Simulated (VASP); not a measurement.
A run of VASP 6.6.1 is set up as follows.

INCAR

```
SYSTEM = Cu
PREC     = Accurate       ! precision mode
ENCUT    = 520            ! plane-wave cutoff, eV
EDIFF    = 1E-7           ! SCF threshold, eV
ISMEAR   = 0              ! smearing method
SIGMA    = 0.15           ! smearing width, eV
LREAL    = .False.        ! projectors in reciprocal space
LASPH    = .True.         ! aspherical terms in the spheres
NELM     = 100            ! most SCF steps
ALGO     = Fast           ! electronic algorithm
ISIF     = 2              ! what is computed and relaxed
LWAVE    = .False.        ! write WAVECAR
LCHARG   = .False.        ! write CHGCAR
GGA      = PS             ! functional
NBANDS   = 18             ! bands
```

Contents of KPOINTS:

```
Automatic mesh
0
Gamma
  24 24 12
  0 0 0
```

File POSCAR:

```
Cu
1.0
    2.4840306851      0.0000000000      0.0000000000
   -1.2420153426      2.1512336771      0.0000000000
    0.0000000000      0.0000000000      4.5765781342
Cu
2
Direct
    0.3333333333      0.6666666667      0.2500000000
    0.6666666667      0.3333333333      0.7500000000
```

Potentials or basis: VASP PAW PBE potentials, release 64 (Cu).

The run is started by

```sh
$ cat potpaw_PBE.64/Cu/POTCAR > POTCAR
$ mpirun -np 1 vasp_std > vasp.out
```

**Question.** What does it give for the band gap on the k mesh?

**Answer.** Zero (bands 11 and 12 overlap by 6.45 eV).

**Question.** Estimate the pressure.

**Answer.** -7.5 GPa.

Stress tensor (GPa, compression positive):
```
 -1.87   0.00   0.00
  0.00  -1.87   0.00
  0.00   0.00 -18.74
```

Caveat: the stress differs along the axes, from -19 to -2 GPa; the PAW data sets were made with another functional, which shifts forces and pressure a little.
